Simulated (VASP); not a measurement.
# CuO (P-1) in VASP: further runs, part 2 of 2

VASP 6.6.1.

### 3 Relaxation of cell and atoms, PBEsol

This run uses another cell than the first one, of 10.73 Å³/atom.

INCAR

```
SYSTEM = CuO
  PREC = Accurate
  ENCUT = 600
  EDIFF = 1E-6
  ISMEAR = -1
  SIGMA = 0.05
  LREAL = .False.
  LASPH = .True.
  NELM = 60
  ALGO = Normal
  ISIF = 3
  LWAVE = .False.
  LCHARG = .False.
  GGA = PS
  IBRION = 2
  NSW = 60
  EDIFFG = -0.01
```

KPOINTS

```
Automatic mesh
0
Gamma
  9 9 5
  0 0 0
```

POSCAR

```
CuO
1.0
    2.8795009639      0.0000000000      0.0000000000
    0.0390727580      2.8792794796      0.0000000000
    0.0174953863      0.0172449008      5.1763391994
Cu O
2 2
Direct
    0.0000000000      0.5000000000      0.0000000000
    0.5000000000      0.0000000000      0.5000000000
    0.9984239700      0.0016717800      0.7498871000
    0.0015760300      0.9983282200      0.2501129000
```

Potentials or basis: VASP PAW PBE potentials, release 64 (Cu, O).

Run with:

```sh
> cat potpaw_PBE.64/Cu/POTCAR potpaw_PBE.64/O/POTCAR > POTCAR
> mpirun -np 1 vasp_std > vasp.out
```

OUTCAR:

```text
SYSTEM = CuO
   PREC = Accurate
   ENCUT = 600
   EDIFF = 1E-6
   ISMEAR = -1
   LREAL = .False.
   LASPH = .True.
   NELM = 60
   ISIF = 3
   GGA = PS
   IBRION = 2
   NSW = 60
   EDIFFG = -0.01

 ion  position               nearest neighbor table
   1  0.000  0.500  0.000-   3 1.94   4 1.94   3 1.94   4 1.94
   2  0.500  0.000  0.500-   3 1.94   4 1.94   4 1.94   3 1.94
   3  0.998  0.002  0.750-   2 1.94   2 1.94   1 1.94   1 1.94
   4  0.002  0.998  0.250-   2 1.94   2 1.94   1 1.94   1 1.94

  LATTYP: Found a base centered monoclinic cell.
 ALAT       =    11.1169163425
 B/A-ratio  =     0.3638182808
 C/A-ratio  =     0.4656324948
 COS(beta)  =    -0.9295148209

  Lattice vectors:

 A1 = (   2.8620055776,  -0.0172449008,  -5.1763391994)
 A2 = (   0.0215773717,   2.8620345788,  -5.1763391994)
 A3 = (   0.0174953863,   0.0172449008,   5.1763391994)

Analysis of symmetry for initial positions (statically):
=====================================================================
 Subroutine PRICEL returns:
 Original cell was already a primitive cell.

[... 178 lines left out ...]
  Direction    XX          YY          ZZ          XY          YZ          ZX
  --------------------------------------------------------------------------------------
  -------------------------------------------------------------------------------------
  Total       -0.0553943     -0.0663021     -0.9931647     -0.0216266      0.0003090     -0.0031301
  in kB       -2.0680056     -2.4752208    -37.0772963     -0.8073752      0.0115369     -0.1168549
  external PRESSURE =     -13.8735076 kB  Pullay stress =       0.0000000 kB
[... 139 lines left out ...]
--------------------------------------- Ionic step        5  -------------------------------------------

 number of electron      33.9999976 magnetization

 Free energy of the ion-electron system (eV)
  ---------------------------------------------------
  ext. energy  EPLUGINS =         0.00000000
  ---------------------------------------------------
  free energy    TOTEN  =       -21.48961055 eV

  energy without entropy =      -21.47082170  energy(sigma->0) =      -21.48021613

 E-fermi :   5.1494     XC(G=0): -11.7884

 val. band max:        5.1066725733   @ k =  -0.4444   0.3333   0.4000
 cond. band min:       5.1921154932   @ k =  -0.4444   0.0000   0.2000
 fundamental gap:      0.0854429199
 Fermi energy:         5.1494335666

 k-point     1 :       0.0000    0.0000    0.0000
  band No.  band energies     occupation
      1     -14.8711      2.00000
      2     -13.4505      2.00000
      3      -3.3424      2.00000
      4      -0.5296      2.00000
      5      -0.5032      2.00000
      6       1.2277      2.00000
[... 565 lines left out ...]
     20      10.9591      0.00000
     21      13.9740      0.00000

 [... further k-points ...]

------------------------ aborting loop because EDIFF is reached ----------------------------------------

  FORCE on cell =-STRESS in cart. coord.  units (eV):
  Direction    XX          YY          ZZ          XY          YZ          ZX
  --------------------------------------------------------------------------------------
  -------------------------------------------------------------------------------------
  Total        0.0113162      0.0244047     -0.0055617     -0.0206704     -0.0050900     -0.0037966
  in kB        0.4236931      0.9137425     -0.2082373     -0.7739287     -0.1905759     -0.1421502
  external PRESSURE =       0.3763994 kB  Pullay stress =       0.0000000 kB
[... 19 lines left out ...]
  FREE ENERGIE OF THE ION-ELECTRON SYSTEM (eV)
  ---------------------------------------------------
  free  energy   TOTEN  =       -21.4896105528 eV

  energy  without entropy=      -21.4708217025  energy(sigma->0) =      -21.48021613

 reached required accuracy - stopping structural energy minimisation
```

Wall time 4.2 min (1 thread of Intel Xeon 6975P-C (Granite Rapids), shared host); peak memory 0.32 GiB.

What came out:

| Item | Value |
| --- | --- |
| Free energy | -21.4896 eV |
| Relaxed volume | 10.70 Å³/atom |
| Relaxed cell | a = 2.897 Å, b = 2.896 Å, c = 5.101 Å, α = 89.80°, β = 89.81°, γ = 89.30° |
| Space group after relaxing (to 0.1 Å) | P4_2/mmc (No. 131) |
| Energy gained by relaxing | 1.8 meV/atom |
| Ionic steps | 5 |
| Pressure after relaxing | 0.0 GPa |
| Largest force after relaxing | 0.009 eV/Å |
| Band gap on the k mesh | zero (bands 17 and 18 overlap by 0.98 eV) |

Forces in eV/Å, atoms in the order of the input:
```
Cu   0.000  0.000  0.000
Cu   0.000  0.000  0.000
O    0.002 -0.001 -0.009
O   -0.002  0.001  0.009
```

The path:
```csv
step,energy change (eV),largest force (eV/Å),pressure (GPa),volume (Å³)
1,0.0000,0.0124,-1.39,42.92
2,-0.0043,0.0042,1.45,42.34
3,-0.0047,0.0068,0.80,42.47
4,-0.0066,0.0038,0.35,42.65
5,-0.0071,0.0091,0.04,42.79
```

Final structure:
```xyz
4
Lattice="2.8967 -0.0019 -0.0002 0.0374 2.8960 0.0000 0.0172 0.0174 5.1009" Properties=species:S:1:pos:R:3 pbc="T T T"
Cu    0.0359    1.4654    5.1009
Cu    1.4569    0.0077    2.5503
O     2.9056    0.0153    3.8258
O     0.0457    2.8962    1.2749
```

Levels at points of the mesh, in eV from the Fermi level:
| k point | band 14 | band 15 | band 16 | band 17 | band 18 | band 19 | band 20 | band 21 |
| --- | --- | --- | --- | --- | --- | --- | --- | --- |
| (0.00, 0.00, 0.00) | -2.45 | -2.36 | -1.97 | 0.71 | 0.74 | 1.47 | 6.04 | 7.43 |

Caveat: the PAW data sets were made with another functional, which shifts forces and pressure a little; semilocal functionals often make such compounds metallic where correlation or magnetic order opens a gap, which also shifts bond lengths. With open d or f shells a metallic result of PBEsol can be an artefact of self-interaction; +U or a hybrid may open a gap.

The gap in the log of VASP goes by the Fermi energy; the results here count the filled bands.